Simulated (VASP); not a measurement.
# C in VASP: notebook

The runs below take C through single point, with PBE.

Program: VASP 6.6.1. These are calculated values, not measurements. Logs are shortened: lines on timing, memory, paths and dates and some standing lists are left out, and cuts for length are marked.

**1. The cell of the first run**

It takes space group C2/m (No. 12, monoclinic). Conventional cell: a = 4.254 Å, b = 2.456 Å, c = 3.967 Å, α = 90.00°, β = 122.43°, γ = 90.00°. Within 1.9 Å of C (site symmetry m) lie 3 C at 1.42 Å.

**2. Single point, PBE (one atom moved)**

File INCAR:

```
SYSTEM = C
  ALGO = Normal
  EDIFF = 1E-6
  ENCUT = 520
  GGA = PE
  ISIF = 2
  ISMEAR = 0
  LASPH = .TRUE.
  LCHARG = .FALSE.
  LREAL = .FALSE.
  LWAVE = .FALSE.
  NBANDS = 11
  NELM = 80
  PREC = Accurate
  SIGMA = 0.02
```

File KPOINTS:

```
k-points
0
G
  14 14 14
  0 0 0
```

File POSCAR:

```
C
1.0
    0.0000000000      2.1270000000      3.3480000000
    1.2280000000      0.0000000000      3.3480000000
    1.2280000000      2.1270000000      0.0000000000
C
2
Direct
    0.1666700000      0.8333300000      0.1666700000
    0.8467708602      0.1801108602      0.8198891398
```

Potentials or basis: VASP PAW PBE potentials, release 64 (C).

Launch:

```sh
> cat potpaw_PBE.64/C/POTCAR > POTCAR
> mpirun -np 1 vasp_std > vasp.out
```

OUTCAR:

```text
SYSTEM = C
   EDIFF = 1E-6
   ENCUT = 520
   GGA = PE
   ISIF = 2
   ISMEAR = 0
   LASPH = .TRUE.
   LREAL = .FALSE.
   NELM = 80
   PREC = Accurate

 ion  position               nearest neighbor table
   1  0.167  0.833  0.167-   2 1.42   2 1.42   2 1.42
   2  0.847  0.180  0.820-   1 1.42   1 1.42   1 1.42

  LATTYP: Found a face centered orthorhombic cell.
 ALAT       =     2.4560000000
 B/A-ratio  =     1.7320846906
 C/A-ratio  =     2.7263843648

  Lattice vectors:

 A1 = (   0.0000000000,   2.1270000000,   3.3480000000)
 A2 = (   1.2280000000,   0.0000000000,   3.3480000000)
 A3 = (   1.2280000000,   2.1270000000,   0.0000000000)

Analysis of symmetry for initial positions (statically):
=====================================================================
 Subroutine PRICEL returns:
 Original cell was already a primitive cell.

 Routine SETGRP: Setting up the symmetry group for a
 face centered orthorhombic supercell.

 Subroutine GETGRP returns: Found  4 space group operations
 (whereof  2 operations were pure point group operations)
 out of a pool of  8 trial point group operations.

The static configuration has the point symmetry C_1h.
 The point group associated with its full space group is C_2h.

Analysis of symmetry for dynamics (positions and initial velocities):
=====================================================================
 Subroutine PRICEL returns:
 Original cell was already a primitive cell.

 Routine SETGRP: Setting up the symmetry group for a
 face centered orthorhombic supercell.

 Subroutine GETGRP returns: Found  4 space group operations
 (whereof  2 operations were pure point group operations)
 out of a pool of  8 trial point group operations.

The dynamic configuration has the point symmetry C_1h.
 The point group associated with its full space group is C_2h.

 Subroutine INISYM returns: Found  4 space group operations
 (whereof  2 operations are pure point group operations),
 and found     1 'primitive' translations

----------------------------------------------------------------------------------------

                                     Primitive cell

  volume of cell :      17.4897

  direct lattice vectors                    reciprocal lattice vectors
     0.000000000  2.127000000  3.348000000    -0.407166124  0.235072873  0.149342891
     1.228000000  0.000000000  3.348000000     0.407166124 -0.235072873  0.149342891
     1.228000000  2.127000000  0.000000000     0.407166124  0.235072873 -0.149342891
[... 92 lines left out ...]
   POTIM  = 0.5000    time-step for ionic-motion
   TEBEG  =    0.0;   TEEND  =   0.0 temperature during run
   PSTRESS=    0.0 pullay stress
   NELECT =       8.0000    total number of electrons
   NUPDOWN=      -1.0000    fix difference up-down
   EMIN   =  10.00;   EMAX   =-10.00  energy-range for DOS
   EFERMI =   0.00;   METHOD = LEGACY
   ISMEAR =     0;   SIGMA  =   0.02  broadening in eV -4-tet -1-fermi 0-gaus
   EFERMI_NEDOS =   21; number of points for ismear=-14 and -15
   IALGO  =     38    algorithm
   IMIX   =      4    mixing-type and parameters
     AMIX     =   0.40;   BMIX     =  1.00
     AMIX_MAG =   1.60;   BMIX_MAG =  1.00
  volume/ion in A,a.u.               =       8.74        59.01
  Fermi-wavevector in a.u.,A,eV,Ry     =   1.261376  2.383654 21.647797  1.591068
  Thomas-Fermi vector in A             =   2.394838
   LORBIT       =      0    0 simple, 1 ext, 2 COOP (PROOUT), +10 PAW based schemes
   GGA     = PE    functional components
   LHFCALC =     F    Hartree Fock is set to
   AEXX    =    0.0000 exact exchange contribution
   IVDW    =     0    specifies the selected vdW correction
   LEPSILON=     F    determine dielectric tensor
   LRPA    =     F    only Hartree local field effects (RPA)
 non-spin polarized calculation
 Gauss-broadening in eV      SIGMA  =   0.02
  energy-cutoff  :      520.00
  volume of cell :       17.49
 maximum number of plane-waves:       499
 NGX is ok and might be reduce to    30
   NGX = 15   NGY = 13   NGZ =  9

 number of electron       8.0000000 magnetization

 Free energy of the ion-electron system (eV)
  ---------------------------------------------------
  ext. energy  EPLUGINS =         0.00000000
  ---------------------------------------------------
  free energy    TOTEN  =       -18.34885744 eV

  energy without entropy =      -18.34885744  energy(sigma->0) =      -18.34885744

 E-fermi :   4.9693     XC(G=0): -10.3697

 val. band max:        4.8736460715   @ k =   0.5000  -0.1429   0.3571
 cond. band min:       5.1316684653   @ k =  -0.2143   0.1429   0.2857
 fundamental gap:      0.2580223938
 Fermi energy:         4.9693054685

 k-point     1 :       0.0000    0.0000    0.0000
  band No.  band energies     occupation
      1     -14.9581      2.00000
      2      -1.8156      2.00000
      3       1.8247      2.00000
      4       1.8515      2.00000
      5       8.8300      0.00000
      6      13.1620      0.00000
      7      13.2330      0.00000
      8      16.4301      0.00000
      9      17.6027      0.00000
     10      27.5523      0.00000
     11      30.5669      0.00000
[... 309 lines left out ...]
 k-point    24 :      -0.0714   -0.0714    0.2857
  band No.  band energies     occupation
      1     -12.9130      2.00000
      2      -3.5505      2.00000
      3      -0.5501      2.00000
      4      -0.4719      2.00000
      5      10.9057      0.00000
      6      12.6991      0.00000
      7      13.3933      0.00000
      8      19.4406      0.00000
      9      20.8428      0.00000
     10      23.4629      0.00000
     11      27.9218      0.00000

 [... further k-points ...]

------------------------ aborting loop because EDIFF is reached ----------------------------------------

  FORCE on cell =-STRESS in cart. coord.  units (eV):
  Direction    XX          YY          ZZ          XY          YZ          ZX
  --------------------------------------------------------------------------------------
  -------------------------------------------------------------------------------------
  Total        0.6000638      0.5995740      0.2890763      0.0000000      0.0078927      0.0000000
  in kB       54.9701224     54.9252497     26.4814549      0.0000000      0.7230230      0.0000000
  external PRESSURE =      45.4589424 kB  Pullay stress =       0.0000000 kB

 VOLUME and BASIS-vectors are now :
 -----------------------------------------------------------------------------
  energy-cutoff  :      520.00
  volume of cell :       17.49
      direct lattice vectors                 reciprocal lattice vectors
     0.000000000  2.127000000  3.348000000    -0.407166124  0.235072873  0.149342891
     1.228000000  0.000000000  3.348000000     0.407166124 -0.235072873  0.149342891
     1.228000000  2.127000000  0.000000000     0.407166124  0.235072873 -0.149342891

 POSITION                                       TOTAL-FORCE (eV/Angst)
 -----------------------------------------------------------------------------------
      1.22800      0.70901      3.34800         0.000000      0.032793      1.491887
      1.22800      3.54499      3.43800         0.000000     -0.032793     -1.491887
 -----------------------------------------------------------------------------------
    total drift:                               -0.000000     -0.000001     -0.000004

  FREE ENERGIE OF THE ION-ELECTRON SYSTEM (eV)
  ---------------------------------------------------
  free  energy   TOTEN  =       -18.3488574371 eV

  energy  without entropy=      -18.3488574371  energy(sigma->0) =      -18.34885744
```

OSZICAR:

```text
N       E                     dE             d eps       ncg     rms          rms(c)
DAV:   1     0.487211420560E+00    0.48721E+00   -0.41358E+03 16696   0.650E+02
DAV:   2    -0.191163740122E+02   -0.19604E+02   -0.18772E+02 21526   0.119E+02
DAV:   3    -0.195533251241E+02   -0.43695E+00   -0.43614E+00 20690   0.144E+01
DAV:   4    -0.195548652018E+02   -0.15401E-02   -0.15400E-02 18897   0.105E+00
DAV:   5    -0.195548709659E+02   -0.57641E-05   -0.57640E-05 20880   0.590E-02    0.636E+00
DAV:   6    -0.186362243898E+02    0.91865E+00   -0.78616E-01 19059   0.513E+00    0.371E+00
DAV:   7    -0.183454473661E+02    0.29078E+00   -0.88601E-01 19633   0.549E+00    0.105E+00
DAV:   8    -0.183489780209E+02   -0.35307E-02   -0.19561E-02 18318   0.895E-01    0.115E-01
DAV:   9    -0.183487838191E+02    0.19420E-03   -0.56190E-04 20175   0.148E-01    0.520E-02
DAV:  10    -0.183488575065E+02   -0.73687E-04   -0.12419E-04 18676   0.771E-02    0.262E-02
DAV:  11    -0.183488574371E+02    0.69464E-07   -0.66510E-06 19918   0.148E-02
   1 F= -.18348857E+02 E0= -.18348857E+02  d E =-.954625E-15
```

stdout:

```text
POSCAR found type information on POSCAR C
 POSCAR found :  1 types and       2 ions
 scaLAPACK will be used
 LDA part: xc-table for (Slater+PW92), standard interpolation
 POSCAR, INCAR and KPOINTS ok, starting setup
 FFT: planning ... GRIDC
 FFT: planning ... GRID_SOFT
 FFT: planning ... GRID
 WAVECAR not read
 entering main loop
```

Wall time 68 s (1 thread of Intel Xeon 6975P-C (Granite Rapids), shared host); peak memory 0.23 GiB.

What came out:

* Free energy: -18.3489 eV
* Pressure: 4.5 GPa
* Largest force: 1.492 eV/Å

Forces in eV/Å, atoms in the order of the input:
```
C    0.000  0.033  1.492
C    0.000 -0.033 -1.492
```

Caveat: the cell differs from its parent crystal (one atom moved); the cell stands under pressure; this functional lacks dispersion, which binds the layers, so the pressure and a relaxed spacing across them are unreliable; forces of over 1 eV/Å act on the atoms, so gaps and moduli don't describe the material at rest.

**3. Single point, PBE (atoms moved at random and the cell strained at random)**

File INCAR:

```
SYSTEM = C
PREC = Accurate
ENCUT = 520
EDIFF = 1E-6
ISMEAR = 0
SIGMA = 0.02
LREAL = .FALSE.
LASPH = .TRUE.
NELM = 60
ALGO = Normal
ISIF = 2
LWAVE = .FALSE.
LCHARG = .FALSE.
GGA = PE
NBANDS = 11
```

File KPOINTS:

```
Automatic mesh
0
G
  14 14 14
  0 0 0
```

File POSCAR:

```
C
1.0
   -0.0055357500      2.1708550500      3.3880023900
    1.2535484000      0.0043052000      3.3832368400
    1.2437272100      2.1576836900      0.0063373900
C
2
Direct
    0.1764549314      0.8317439933      0.1595507950
    0.8235450686      0.1682560067      0.8404492050
```

Potentials or basis: VASP PAW PBE potentials, release 64 (C).

Launch:

```sh
> cat potpaw_PBE.64/C/POTCAR > POTCAR
> mpirun -np 1 vasp_std > vasp.out
```

It took 2.4 min on 1 thread of Intel Xeon 6975P-C (Granite Rapids), shared host; peak memory 0.32 GiB.

It converged, with:

| Quantity | Value |
| --- | --- |
| Free energy | -18.3603 eV |
| Pressure | -9.0 GPa |
| Largest force | 1.472 eV/Å |

Forces on the atoms (eV/Å):
```
C    1.016 -0.539 -0.919
C   -1.016  0.539  0.919
```

Stress tensor (GPa, compression positive):
```
-15.17   1.40   0.48
  1.40 -14.83  -0.35
  0.48  -0.35   3.01
```

Caveat: the cell differs from its parent crystal (atoms moved at random and the cell strained at random); the cell stands under tension; this functional lacks dispersion, which binds the layers, so the pressure and a relaxed spacing across them are unreliable; forces of over 1 eV/Å act on the atoms, so gaps and moduli don't describe the material at rest.

**4. Single point, PBE (atoms moved at random and the cell strained at random)**

File INCAR:

```
ALGO     = Normal         # electronic algorithm
EDIFF    = 1E-6           # SCF threshold, eV
ENCUT    = 520            # plane-wave cutoff, eV
GGA      = PE             # functional
ISIF     = 2              # what is computed and relaxed
ISMEAR   = 0              # smearing method
LASPH    = True           # aspherical terms in the spheres
LCHARG   = False          # write CHGCAR
LREAL    = False          # projectors in reciprocal space
LWAVE    = False          # write WAVECAR
NBANDS   = 11             # bands
NELM     = 80             # most SCF steps
PREC     = Accurate       # precision mode
SIGMA    = 0.02           # smearing width, eV
```

File KPOINTS:

```
k-points
0
Gamma
  14 14 14
```

File POSCAR:

```
C
1.0
    0.0113799300      2.1613282800      3.4414771500
    1.2473092000      0.0287501600      3.4273860400
    1.2690679300      2.1517103600      0.0102843100
C
2
Direct
    0.1634860839      0.8316542984      0.1592333237
    0.8365139161      0.1683457016      0.8407666763
```

Launch:

```sh
> cat potpaw_PBE.64/C/POTCAR > POTCAR
> mpirun -np 1 vasp_std > vasp.out
```

Run time: 2.4 min. Hardware: 1 thread of Intel Xeon 6975P-C (Granite Rapids), shared host; peak memory 0.32 GiB.

The run converged. Its results:

| Quantity | Value |
| --- | --- |
| Free energy | -18.3239 eV |
| Pressure | -4.1 GPa |
| Largest force | 2.801 eV/Å |

Forces in eV/Å, atoms in the order of the input:
```
C    1.067  2.530  0.553
C   -1.067 -2.530 -0.553
```

Stress tensor (GPa, compression positive):
```
-16.72  -7.39  -0.30
 -7.39   1.57  -0.68
 -0.30  -0.68   2.70
```

Caveat: the cell differs from its parent crystal (atoms moved at random and the cell strained at random); the cell stands under tension; this functional lacks dispersion, which binds the layers, so the pressure and a relaxed spacing across them are unreliable; forces of over 1 eV/Å act on the atoms, so gaps and moduli don't describe the material at rest.

**5. Overview**

```csv
cell,pressure (GPa),largest force (eV/Å)
"a = 3.967, b = 3.566, c = 2.456 Å, angles 80.1, 62.3, 37.6°, 2 atoms, atomic positions A",4.5,1.49
"a = 4.024, b = 3.608, c = 2.490 Å, angles 79.8, 62.0, 37.8°, 2 atoms, atomic positions B",-9.0,1.47
"a = 4.064, b = 3.647, c = 2.498 Å, angles 79.4, 62.4, 36.8°, 2 atoms, atomic positions C",-4.1,2.80
```

Alike in all rows: task single point; level PBE; potentials or basis VASP PAW PBE potentials, release 64 (C); no spin polarisation; k mesh 14 × 14 × 14; cutoff (eV) 520; smearing gaussian 0.02 eV.

Caveats: this functional lacks dispersion, which binds the layers, so the pressure and a relaxed spacing across them are unreliable; forces of over 1 eV/Å act on the atoms, so gaps and moduli don't describe the material at rest; the cell stands under tension (at least some runs); the cell stands under pressure (at least some runs).

Total energies depend on the potentials used, so only differences within one code and one set of settings carry meaning.
